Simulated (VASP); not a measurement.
Write the native input for VASP 6.6.1 that does the following.

```yaml
Task: single point
Functional: revPBE
Potentials_or_basis: VASP PAW PBE potentials, release 64 (Rh_pv)
Cutoff: 520 eV
k_mesh: 14 × 14 × 14
Occupations: fermi-dirac, width 0.05 eV
Spin: non-collinear spin, typed start, spin-orbit coupling
Starting_moments: "[[0.0, 0.0, 1.0]] μB"
Dipole_correction: no
Further_INCAR_settings: ALGO = Normal; EDIFF = 1e-07; NBANDS = 26
```

The structure of Rh lies in POSCAR:

```
Rh
1.0
    0.0000000000      1.9236023117      1.9236023117
    1.9236023117      0.0000000000      1.9236023117
    1.9236023117      1.9236023117      0.0000000000
Rh
1
Direct
    0.0000000000      0.0000000000      0.0000000000
```

One way to write it, as run:

INCAR

```
SYSTEM = Rh
PREC = Accurate ; ENCUT = 520
EDIFF = 1E-7 ; ISMEAR = -1
SIGMA = 0.05 ; LREAL = .FALSE.
LASPH = .TRUE. ; NELM = 150
ALGO = Normal ; ISIF = 2
LWAVE = .FALSE. ; LCHARG = .TRUE.
MAGMOM = 0 0 1 ; LORBIT = 11
LSORBIT = .TRUE. ; GGA_COMPAT = .FALSE.
LORBMOM = .TRUE. ; LMAXMIX = 4
GGA = RE ; LVHAR = .TRUE.
NBANDS = 26
```

KPOINTS

```
Automatic mesh
0
G
  14 14 14
  0 0 0
```

Potentials or basis: VASP PAW PBE potentials, release 64 (Rh_pv).

The run is started by

```bash
$ cat potpaw_PBE.64/Rh_pv/POTCAR > POTCAR
$ mpirun -np 1 vasp_ncl > vasp.out
```

Results of the run:

The pressure is 0.5 GPa, the net moment is 0.00 μB per cell and the valence electrons inside the program's atomic spheres are Rh 13.74.

Caveat: the PAW data sets were made with another functional, which shifts forces and pressure a little.

It took 7.9 min on 1 thread of Intel Xeon 8259CL, with other jobs on the host, peak memory 0.31 GiB.
